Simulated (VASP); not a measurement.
Runs of VASP 6.6.1 on RbMgSbO3. The structure is that of space group R3m (No. 160), or close to it. The cells are those of the table. 

```csv
cell,gap on the mesh (eV),pressure (GPa),largest force (eV/Å)
"a = 5.352 Å, angles 73.8°, 6 atoms",(c),(a),1.15
"a = 5.144 Å, angles 73.8°, 6 atoms",2.74,5.0,1.09
"a = 5.250 Å, angles 73.8°, 6 atoms",2.82,(b),0.16
"a = 5.302 Å, angles 73.8°, 6 atoms",2.85,-1.7,0.68
"a = 5.198 Å, angles 73.8°, 6 atoms",2.78,2.4,0.43
```

Alike in all rows: task single point; level PBE; potentials or basis VASP PAW PBE potentials, release 64 (Rb_sv, Mg, Sb, O); no spin polarisation; k mesh 4 × 4 × 4; cutoff (eV) 520; smearing gaussian 0.01 eV.

Task: Estimate the missing entries.

Result: (a) -3.2; (b) 0.2; (c) 2.75.

Caveats: spin-orbit coupling is left out, which moves the levels of the heavy elements; forces of over 1 eV/Å act on the atoms, so gaps and moduli don't describe the material at rest (at least some runs); the cell stands under tension (at least some runs); the cell stands under pressure (at least some runs).

A k mesh can miss the band edges, and the runs leave out spin-orbit coupling on Rb, Sb.
